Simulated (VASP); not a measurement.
Wanted: the native input for a VASP 6.6.1 run.

| Quantity | Value |
| --- | --- |
| Task | single point |
| Functional | PBEsol |
| Potentials or basis | VASP PAW PBE potentials, release 64 (Ge_d, P) |
| Cutoff | 520 eV |
| k mesh | 2 × 2 × 2 |
| Occupations | fermi-dirac, width 0.1 eV |
| Spin | no spin polarisation |
| Dipole correction | no |
| Further INCAR settings | LREAL = Auto; ALGO = Normal; EDIFF = 1e-06; NBANDS = 128 |

The structure of Ge16P (a cell with a defect) lies in POSCAR:

```
Ge16P
1.0
    0.0000000000      5.6600000000      5.6600000000
    5.6600000000      0.0000000000      5.6600000000
    5.6600000000      5.6600000000      0.0000000000
Ge P
16 1
Direct
   -0.0680918728      0.0070848057     -0.0081095406
    0.0545759717      0.0708127208      0.1911130742
    0.0111837456     -0.1253533569      0.5658303887
    0.1194257951      0.0818109541      0.6084363958
   -0.0004681979      0.4757332155     -0.0097791519
    0.1198144876      0.6515282686      0.1293021201
    0.0302826855      0.5105300353      0.4879858657
    0.2535954064      0.4541607774      0.6726590106
    0.4623674912      0.0686219081      0.0177385159
    0.5850795053      0.1668639576      0.1945494700
    0.4676501767     -0.0272084806      0.5510247350
    0.6041254417      0.1033833922      0.6747084806
    0.4990901060      0.5273939929     -0.0262455830
    0.6382067138      0.6738250883      0.0455565371
    0.6114045936      0.4624293286      0.4160689046
    0.6421731449      0.6213250883      0.6001413428
    0.0263692580      0.3070759717      0.3204151943
```

These files were run (other wordings do the same):

INCAR

```
ALGO = Normal
EDIFF = 1E-6
ENCUT = 520
GGA = PS
ISIF = 2
ISMEAR = -1
LASPH = True
LCHARG = False
LREAL = Auto
LWAVE = False
NBANDS = 128
NELM = 100
PREC = Accurate
SIGMA = 0.1
```

KPOINTS

```
k-points
0
Gamma
  2 2 2
```

Potentials or basis: VASP PAW PBE potentials, release 64 (Ge_d, P).

Command:

```bash
$ cat potpaw_PBE.64/Ge_d/POTCAR potpaw_PBE.64/P/POTCAR > POTCAR
$ mpirun -np 1 vasp_std > vasp.out
```

It gave:

| Quantity | Value |
| --- | --- |
| Pressure | 3.5 GPa |
| Largest force | 1.975 eV/Å |
| Band gap on the k mesh | zero (an odd number of electrons rules out a gap without spin polarisation) |

Caveat: the k points lie up to 0.48 Å⁻¹ apart, too coarse for converged energies and pressures of a metal; the atoms stand as in a frame of molecular dynamics; the PAW data sets were made with another functional, which shifts forces and pressure a little; an odd number of electrons without spin polarisation forces a metal; a magnetic or distorted state may lie lower.

Wall time 11 min on 1 thread of Intel(R) Xeon(R) Platinum 8488C (Sapphire Rapids) (shared host), peak memory 0.61 GiB.
